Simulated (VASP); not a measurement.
A run of VASP 6.6.1:

File POSCAR:

```
Al3O2
1.0
    3.5219054471      0.0000000000      0.0000000000
   -1.7609527235      3.0500595869      0.0000000000
    0.0000000000      0.0000000000      5.4795127895
Al O
3 2
Direct
    0.0000000000      0.0000000000      0.0000000000
    0.3333333333      0.6666666667      0.6450000000
    0.6666666667      0.3333333333      0.3550000000
    0.3333333333      0.6666666667      0.2450000000
    0.6666666667      0.3333333333      0.7550000000
```

Contents of INCAR.step1:

```
SYSTEM = Al3O2
PREC     = Accurate       ! precision mode
ENCUT    = 600            ! plane-wave cutoff, eV
ISMEAR   = 0              ! smearing method
SIGMA    = 0.1            ! smearing width, eV
LREAL    = .False.        ! projectors in reciprocal space
LASPH    = .True.         ! aspherical terms in the spheres
NELM     = 60             ! most SCF steps
GGA      = PE             ! functional
ALGO     = Normal         ! electronic algorithm
EDIFF    = 1E-4           ! SCF threshold, eV
LWAVE    = .True.         ! write WAVECAR
LCHARG   = .False.        ! write CHGCAR
```

File INCAR.step2:

```
SYSTEM = Al3O2
PREC     = Accurate       ! precision mode
ENCUT    = 600            ! plane-wave cutoff, eV
EDIFF    = 1E-6           ! SCF threshold, eV
ISMEAR   = 0              ! smearing method
SIGMA    = 0.1            ! smearing width, eV
LREAL    = .False.        ! projectors in reciprocal space
LASPH    = .True.         ! aspherical terms in the spheres
NELM     = 60             ! most SCF steps
ALGO     = Normal         ! electronic algorithm
ISIF     = 3              ! what is computed and relaxed
LWAVE    = .False.        ! write WAVECAR
LCHARG   = .False.        ! write CHGCAR
METAGGA  = R2SCAN         ! meta-GGA
LMIXTAU  = .True.       
IBRION   = 2              ! ionic algorithm
NSW      = 90             ! ionic steps
EDIFFG   = -0.04          ! ionic threshold
ISTART   = 1
```

KPOINTS

```
Automatic mesh
0
Gamma
  6 6 4
  0 0 0
```

Potentials or basis: VASP PAW PBE potentials, release 64 (Al, O).

Run with:

```bash
$ cat potpaw_PBE.64/Al/POTCAR potpaw_PBE.64/O/POTCAR > POTCAR
$ cp INCAR.step1 INCAR
$ mpirun -np 1 vasp_std > vasp.out
$ cp INCAR.step2 INCAR
$ mpirun -np 1 vasp_std > vasp.out
```

Hardware: 1 thread of Intel(R) Xeon(R) 6975P-C (Granite Rapids), on a shared host.

Q: How long does it take, and how much memory?

A: Wall time 17 min on 1 thread of Intel(R) Xeon(R) 6975P-C (Granite Rapids) (shared host), peak memory 0.21 GiB. Counts: k points 24, ion steps 26.
